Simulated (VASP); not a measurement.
Wanted: the native input for a VASP 6.6.1 run.

| Property | Result |
| --- | --- |
| Task | single point |
| Functional | LDA |
| Potentials or basis | VASP PAW LDA potentials, release 64 (O_h, C_h, S) |
| Cutoff | 1000 eV |
| k mesh | 1 × 1 × 1 |
| Occupations | fermi-dirac, width 0.02 eV |
| Spin | no spin polarisation |
| Dipole correction | no |
| Further INCAR settings | LREAL = Auto; ALGO = Normal; EDIFF = 1e-06; NBANDS = 101 |

The structure of CSO lies in POSCAR:

```
CSO
1.0
    9.0734730000      0.0000000000      0.0000000000
    0.0000000000      9.0734730000      0.0000000000
    0.0000000000      0.0000000000      9.0734730000
O C S
10 10 10
Direct
    0.4108459903      0.8469854928      0.9533504977
    0.0785476520      0.4395450342      0.1729767642
    0.7023330537      0.2981989366      0.8800929920
    0.9239020164      0.7838453919      0.2343645041
    0.2789890927      0.1725248976      0.9202099350
    0.5356052748      0.4775018342      0.2623361529
    0.9360473107      0.7817844391      0.8243370537
    1.2448926668      0.4836957139      0.7963654050
    0.3271184033      0.9244640944      0.3448734569
    0.8055460131      0.0841023057      0.4884899090
    0.3885392065      0.8091719676      0.8322943155
    0.1362653529      0.5529084618      0.1322536585
    0.6250528326      0.2282257301      0.8135804228
    0.9322670603      0.7214657497      0.3459204651
    0.1868854407      0.1141569496      0.9922771578
    0.5810013431      0.4734680976      0.3841748358
    0.8159940521      0.7453154928      0.8425439741
    1.1386819578      0.4189685691      0.7737610505
    0.2638680911      0.9626854017      0.4457609561
    0.8079706635      0.1281978797      0.3697591870
    0.3705196456      0.7798998245      0.6609817432
    0.2034281691      0.6985307610      0.0767181431
    0.5329712228      0.1153251903      0.7336771708
    0.8956217757      0.6105600358      0.4684314374
    0.0747674016      0.0486583252      1.1014305107
    0.6316985789      0.4819323318      0.5492384228
    0.6764444001      0.6641117464      0.8755853464
    1.0027582603      0.3221478700      0.7327293529
    0.1474958927      1.0069242505      0.5697377399
    0.7898519123      0.2269803415      0.2259774179
```

These files were run (other wordings do the same):

INCAR

```
SYSTEM = CSO
ALGO = Normal ; EDIFF = 1E-6
ENCUT = 1000 ; GGA_COMPAT = .FALSE.
ISIF = 2 ; ISMEAR = -1
LASPH = .TRUE. ; LCHARG = .FALSE.
LREAL = Auto ; LWAVE = .FALSE.
NBANDS = 101 ; NELM = 120
PREC = Accurate ; SIGMA = 0.02
```

KPOINTS

```
k-points
0
G
  1 1 1
  0 0 0
```

Potentials or basis: VASP PAW LDA potentials, release 64 (O_h, C_h, S).

Launch:

```sh
$ cat potpaw_LDA.64/O_h/POTCAR potpaw_LDA.64/C_h/POTCAR potpaw_LDA.64/S/POTCAR > POTCAR
$ mpirun -np 1 vasp_gam > vasp.out
```

It gave:

```yaml
Pressure: 1.0 GPa
Largest_force: 5.266 eV/Å
```

Caveat: the k points lie up to 0.69 Å⁻¹ apart.

Wall time 7.6 min on 1 thread of Intel(R) Xeon(R) Platinum 8488C (Sapphire Rapids), with other jobs on the host, peak memory 1 GiB.
